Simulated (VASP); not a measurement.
Write the native input for VASP 6.6.1 that does the following.

```
Task                   : single point
Functional             : PBE
Potentials or basis    : VASP PAW PBE potentials, release 64 (Hf_pv)
Cutoff                 : 520 eV
k mesh                 : 18 × 18 × 10
Occupations            : gaussian, width 0.15 eV
Spin                   : no spin polarisation
Dipole correction      : no
Further INCAR settings : ALGO = Fast; EDIFF = 1e-07; NBANDS = 17
```

The structure of Hf lies in POSCAR:

```
Hf
1.0
    2.9290080353      0.0000000000      0.0000000000
   -1.4645040177      2.5365953665      0.0000000000
    0.0000000000      0.0000000000      6.0245399270
Hf
2
Direct
    0.3333333333      0.6666666667      0.2500000000
    0.6666666667      0.3333333333      0.7500000000
```

This cell differs from its parent crystal: ratio of the length along z to the lengths across it x 1.3, volume and fractional coordinates fixed.

These files were run (other wordings do the same):

INCAR

```
  ALGO = Fast
  EDIFF = 1E-7
  ENCUT = 520
  GGA = PE
  ISIF = 2
  ISMEAR = 0
  LASPH = True
  LCHARG = True
  LELF = True
  LREAL = False
  LVHAR = True
  LWAVE = False
  NBANDS = 17
  NELM = 100
  PREC = Accurate
  SIGMA = 0.15
```

KPOINTS

```
k-points
0
Gamma
  18 18 10
```

Potentials or basis: VASP PAW PBE potentials, release 64 (Hf_pv).

Command:

```bash
$ cat potpaw_PBE.64/Hf_pv/POTCAR > POTCAR
$ mpirun -np 1 vasp_std > vasp.out
```

It gave:

```json
{
 "Pressure": "1.8 GPa",
 "Band gap on the k mesh": "zero (band 10 reaches 4.69 eV, above the bottom of band 11 at 4.64 eV)"
}
```

Caveat: spin-orbit coupling is left out, which moves the levels of the heavy elements.

Run time: 2.2 min on 1 thread of AMD EPYC 9R45 96-Core Processor (Zen 5) (shared host), peak memory 0.24 GiB.
